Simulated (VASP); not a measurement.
# Lu (P6_3/mmc) in VASP: further runs

The runs below take Lu through single point, relaxation of volume and atoms at fixed shape, with PBEsol.

Program: VASP 6.6.1. These are calculated values, not measurements. Logs are shortened: lines on timing, memory, paths and dates and some standing lists are left out, and cuts for length are marked.

## Step 1: The cell of the first run

The structure is hexagonal, space group P6_3/mmc (No. 194). Conventional cell: a = 3.444 Å, b = 3.444 Å, c = 5.457 Å, α = 90.00°, β = 90.00°, γ = 120.00°. Lu (site symmetry -6m2) has 12 Lu at 3.38 to 3.44 Å within 4.4 Å.

## Step 2: Single point, PBEsol

The input, INCAR:

```
SYSTEM = Lu
ALGO     = Normal         ! electronic algorithm
EDIFF    = 1E-6           ! SCF threshold, eV
ENCUT    = 520            ! plane-wave cutoff, eV
GGA      = PS             ! functional
ISIF     = 2              ! what is computed and relaxed
ISMEAR   = 1              ! smearing method
LASPH    = .TRUE.         ! aspherical terms in the spheres
LCHARG   = .FALSE.        ! write CHGCAR
LREAL    = .FALSE.        ! projectors in reciprocal space
LWAVE    = .FALSE.        ! write WAVECAR
NBANDS   = 32             ! bands
NELM     = 60             ! most SCF steps
PREC     = Accurate       ! precision mode
SIGMA    = 0.05           ! smearing width, eV
```

The input, KPOINTS:

```
k-points
0
G
  8 8 4
  0 0 0
```

The input, POSCAR:

```
Lu
1.0
    3.4440681498      0.0000000000      0.0000000000
   -1.7220340749      2.9826505101      0.0000000000
    0.0000000000      0.0000000000      5.4573596549
Lu
2
Direct
    0.3333333333      0.6666666667      0.2500000000
    0.6666666667      0.3333333333      0.7500000000
```

Potentials or basis: VASP PAW PBE potentials, release 64 (Lu).

On the command line:

```bash
$ cat potpaw_PBE.64/Lu/POTCAR > POTCAR
$ mpirun -np 1 vasp_std > vasp.out
```

OUTCAR:

```text
SYSTEM = Lu
   EDIFF = 1E-6
   ENCUT = 520
   GGA = PS
   ISIF = 2
   ISMEAR = 1
   LASPH = .TRUE.
   LREAL = .FALSE.
   NELM = 60
   PREC = Accurate

 ion  position               nearest neighbor table
   1  0.333  0.667  0.250-   2 3.38   2 3.38   2 3.38   2 3.38   2 3.38   2 3.38
   2  0.667  0.333  0.750-   1 3.38   1 3.38   1 3.38   1 3.38   1 3.38   1 3.38

  LATTYP: Found a hexagonal cell.
 ALAT       =     3.4440681498
 C/A-ratio  =     1.5845678475

  Lattice vectors:

 A1 = (   3.4440681498,   0.0000000000,   0.0000000000)
 A2 = (  -1.7220340749,   2.9826505101,   0.0000000000)
 A3 = (   0.0000000000,   0.0000000000,   5.4573596549)

Analysis of symmetry for initial positions (statically):
=====================================================================
 Subroutine PRICEL returns:
 Original cell was already a primitive cell.

 Routine SETGRP: Setting up the symmetry group for a
 hexagonal supercell.

 Subroutine GETGRP returns: Found 24 space group operations
 (whereof 12 operations were pure point group operations)
 out of a pool of 24 trial point group operations.

The static configuration has the point symmetry D_3d.
 The point group associated with its full space group is D_6h.

Analysis of symmetry for dynamics (positions and initial velocities):
=====================================================================
 Subroutine PRICEL returns:
 Original cell was already a primitive cell.

 Routine SETGRP: Setting up the symmetry group for a
 hexagonal supercell.

 Subroutine GETGRP returns: Found 24 space group operations
 (whereof 12 operations were pure point group operations)
 out of a pool of 24 trial point group operations.

The dynamic configuration has the point symmetry D_3d.
 The point group associated with its full space group is D_6h.

 Subroutine INISYM returns: Found 24 space group operations
 (whereof 12 operations are pure point group operations),
 and found     1 'primitive' translations

----------------------------------------------------------------------------------------

                                     Primitive cell

  volume of cell :      56.0605

  direct lattice vectors                    reciprocal lattice vectors
     3.444068150  0.000000000  0.000000000     0.290354301  0.167636134  0.000000000
    -1.722034075  2.982650510  0.000000000     0.000000000  0.335272268  0.000000000
     0.000000000  0.000000000  5.457359655     0.000000000  0.000000000  0.183238794

[... 81 lines left out ...]
   ENCUT  =  520.0 eV  38.22 Ry    6.18 a.u.   6.40  6.40 10.15*2*pi/ulx,y,z
   NELM   =     60;   NELMIN=  2; NELMDL= -5     # of ELM steps
   EDIFF  = 0.1E-05   stopping-criterion for ELM
   LREAL  =      F    real-space projection
   EDIFFG = 0.1E-04   stopping-criterion for IOM
   NSW    =      0    number of steps for IOM
   IBRION =     -1    ionic relax: 0-MD 1-quasi-New 2-CG
   NFREE  =      0    steps in history (QN), initial steepest desc. (CG)
   ISIF   =      2    stress and relaxation
   ISYM   =      2    0-nonsym 1-usesym 2-fastsym
   POTIM  = 0.5000    time-step for ionic-motion
   TEBEG  =    0.0;   TEEND  =   0.0 temperature during run
   PSTRESS=    0.0 pullay stress
   NELECT =      50.0000    total number of electrons
   NUPDOWN=      -1.0000    fix difference up-down
   EMIN   =  10.00;   EMAX   =-10.00  energy-range for DOS
   EFERMI =   0.00;   METHOD = LEGACY
   ISMEAR =     1;   SIGMA  =   0.05  broadening in eV -4-tet -1-fermi 0-gaus
   EFERMI_NEDOS =   21; number of points for ismear=-14 and -15
   IALGO  =     38    algorithm
   IMIX   =      4    mixing-type and parameters
     AMIX     =   0.40;   BMIX     =  1.00
     AMIX_MAG =   1.60;   BMIX_MAG =  1.00
  volume/ion in A,a.u.               =      28.03       189.16
  Fermi-wavevector in a.u.,A,eV,Ry     =   1.575842  2.977909 33.787038  2.483277
  Thomas-Fermi vector in A             =   2.676765
   LORBIT       =      0    0 simple, 1 ext, 2 COOP (PROOUT), +10 PAW based schemes
   GGA     = PS    functional components
   LHFCALC =     F    Hartree Fock is set to
   AEXX    =    0.0000 exact exchange contribution
   IVDW    =     0    specifies the selected vdW correction
   LEPSILON=     F    determine dielectric tensor
   LRPA    =     F    only Hartree local field effects (RPA)
 non-spin polarized calculation
 Methfessel and Paxton  Order N= 1 SIGMA  =   0.05
  energy-cutoff  :      520.00
  volume of cell :       56.06
 maximum number of plane-waves:      1534
 NGX is ok and might be reduce to    28
   NGX = 13   NGY = 13   NGZ = 21

 number of electron      49.9999994 magnetization

 Free energy of the ion-electron system (eV)
  ---------------------------------------------------
  ext. energy  EPLUGINS =         0.00000000
  ---------------------------------------------------
  free energy    TOTEN  =        -9.89963213 eV

  energy without entropy =       -9.89946072  energy(sigma->0) =       -9.89957500

 E-fermi :   2.2298     XC(G=0): -10.9611

 val. band max:        2.2285510669   @ k =   0.1250   0.1250   0.0000
 cond. band min:       2.2420265537   @ k =   0.2500   0.1250   0.0000
 fundamental gap:      0.0134754867
 Fermi energy:         2.2297865808

 k-point     1 :       0.0000    0.0000    0.0000
  band No.  band energies     occupation
      1     -53.8667      2.00000
      2     -53.8264      2.00000
      3     -24.8342      2.00000
      4     -24.3609      2.00000
      5     -24.3609      2.00000
      6     -24.2717      2.00000
[... 829 lines left out ...]
     31       8.0657      0.00000
     32       8.0665      0.00000

 [... further k-points ...]

------------------------ aborting loop because EDIFF is reached ----------------------------------------

  FORCE on cell =-STRESS in cart. coord.  units (eV):
  Direction    XX          YY          ZZ          XY          YZ          ZX
  --------------------------------------------------------------------------------------
  -------------------------------------------------------------------------------------
  Total       -0.0607633     -0.0607633     -0.6306773      0.0000000      0.0000000     -0.0000000
  in kB       -1.7365824     -1.7365824    -18.0244127      0.0000000      0.0000000     -0.0000000
  external PRESSURE =      -7.1658592 kB  Pullay stress =       0.0000000 kB

 VOLUME and BASIS-vectors are now :
 -----------------------------------------------------------------------------
  energy-cutoff  :      520.00
  volume of cell :       56.06
      direct lattice vectors                 reciprocal lattice vectors
     3.444068150  0.000000000  0.000000000     0.290354301  0.167636134  0.000000000
    -1.722034075  2.982650510  0.000000000     0.000000000  0.335272268  0.000000000
     0.000000000  0.000000000  5.457359655     0.000000000  0.000000000  0.183238794

 POSITION                                       TOTAL-FORCE (eV/Angst)
 -----------------------------------------------------------------------------------
     -0.00000      1.98843      1.36434         0.000000      0.000000      0.000000
      1.72203      0.99422      4.09302        -0.000000     -0.000000      0.000000
 -----------------------------------------------------------------------------------
    total drift:                                0.000000     -0.000000      0.000000

  FREE ENERGIE OF THE ION-ELECTRON SYSTEM (eV)
  ---------------------------------------------------
  free  energy   TOTEN  =        -9.8996321348 eV

  energy  without entropy=       -9.8994607236  energy(sigma->0) =       -9.89957500
```

Wall time 61 s (1 thread of Intel Xeon Platinum 8559C (Emerald Rapids), shared host); peak memory 0.2 GiB.

Results:

| Property | Result |
| --- | --- |
| Free energy | -9.8996 eV |
| Pressure | -0.7 GPa |
| Band gap on the k mesh | zero (bands 25 and 26 overlap by 1.76 eV) |

Caveat: the PAW data sets were made with another functional, which shifts forces and pressure a little; spin-orbit coupling is left out, which moves the levels of the heavy elements.

## Step 3: Relaxation of volume and atoms at fixed shape, PBEsol

This run uses another cell than the first one, of 29.50 Å³/atom.

The input, INCAR:

```
PREC = Accurate ; ENCUT = 600
EDIFF = 1E-7 ; ISMEAR = 1
SIGMA = 0.05 ; LREAL = F
LASPH = T ; NELM = 100
ALGO = Normal ; ISIF = 8
LWAVE = F ; LCHARG = F
GGA = PS ; IBRION = 2
NSW = 80 ; EDIFFG = -0.01
```

The input, KPOINTS:

```
regular mesh
0
Gamma
  7 7 4
```

The input, POSCAR:

```
Lu
1.0
    3.5031000000      0.0000000000      0.0000000000
   -1.7515500000      3.0337740000      0.0000000000
    0.0000000000      0.0000000000      5.5509000000
Lu
2
Direct
    0.3333333333      0.6666666667      0.2500000000
    0.6666666667      0.3333333333      0.7500000000
```

Potentials or basis: VASP PAW PBE potentials, release 64 (Lu).

On the command line:

```bash
$ cat potpaw_PBE.64/Lu/POTCAR > POTCAR
$ mpirun -np 1 vasp_std > vasp.out
```

It took 4.6 min on 1 thread of Intel Xeon 8259CL, shared host; peak memory 0.23 GiB.

Results (log left out):

- Free energy: -9.9147 eV
- Relaxed volume: 27.60 Å³/atom
- Relaxed cell: a = 3.427 Å, b = 3.427 Å, c = 5.430 Å, α = 90.00°, β = 90.00°, γ = 120.00°
- Space group after relaxing (to 0.1 Å): P6_3/mmc (No. 194)
- Energy gained by relaxing: 19.5 meV/atom
- Ionic steps: 3
- Pressure after relaxing: 0.0 GPa
- Band gap on the k mesh: zero (bands 25 and 26 overlap by 1.72 eV)

Stress tensor (GPa, compression positive):
```
 0.60  0.00  0.00
 0.00  0.60  0.00
 0.00  0.00 -1.20
```

The path:
| step | energy change (eV) | largest force (eV/Å) | pressure (GPa) | volume (Å³) |
| --- | --- | --- | --- | --- |
| 1 | 0.0000 | 0.0000 | -3.16 | 58.99 |
| 2 | -0.0357 | 0.0000 | 1.05 | 54.17 |
| 3 | -0.0391 | 0.0000 | 0.00 | 55.21 |

Final structure:
```yaml
crystal:
  lattice:
    - [3.42651, 0.00000, 0.00000]
    - [-1.71326, 2.96745, 0.00000]
    - [0.00000, 0.00000, 5.42954]
  atoms:
    - { symbol: Lu, position: [0.33333, 0.66667, 0.25000] }
    - { symbol: Lu, position: [0.66667, 0.33333, 0.75000] }
```

Levels at points of the mesh, in eV from the Fermi level:
| k point | band 22 | band 23 | band 24 | band 25 | band 26 | band 27 |
| --- | --- | --- | --- | --- | --- | --- |
| (0.00, 0.00, 0.00) | -4.73 | -4.73 | -2.54 | 0.77 | 2.24 | 2.24 |
| (0.00, 0.00, 0.50) | -4.73 | -4.45 | -4.45 | 1.17 | 1.17 | 2.16 |

Caveat: the PAW data sets were made with another functional, which shifts forces and pressure a little; spin-orbit coupling is left out, which moves the levels of the heavy elements.
